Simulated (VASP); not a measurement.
A run of VASP 6.6.1:

Contents of INCAR:

```
PREC = Accurate
ENCUT = 520
EDIFF = 1E-6
ISMEAR = 0
SIGMA = 0.028000000000000004
LREAL = F
LASPH = T
NELM = 100
ALGO = Normal
ISIF = 2
LWAVE = F
LCHARG = F
GGA = PE
NBANDS = 11
```

Contents of KPOINTS:

```
regular mesh
0
Gamma
  12 12 12
```

File POSCAR:

```
Pd
1.0
    0.0000000000      1.9465000000      1.9465000000
    1.9465000000      0.0000000000      1.9465000000
    1.9465000000      1.9465000000      0.0000000000
Pd
1
Direct
    0.0000000000      0.0000000000      0.0000000000
```

Potentials or basis: VASP PAW PBE potentials, release 64 (Pd).

Run with:

```sh
$ cat potpaw_PBE.64/Pd/POTCAR > POTCAR
$ mpirun -np 1 vasp_std > vasp.out
```

Hardware: 1 thread of Intel(R) Xeon(R) Platinum 8259CL CPU @ 2.50GHz (Skylake/Cascade Lake), with other jobs on the host.

Q: How long does it take, and how much memory?

A: Wall time 11 s on 1 thread of Intel(R) Xeon(R) Platinum 8259CL CPU @ 2.50GHz (Skylake/Cascade Lake), on a shared host, peak memory 0.13 GiB. Counts: scf iterations 11, k points 72.
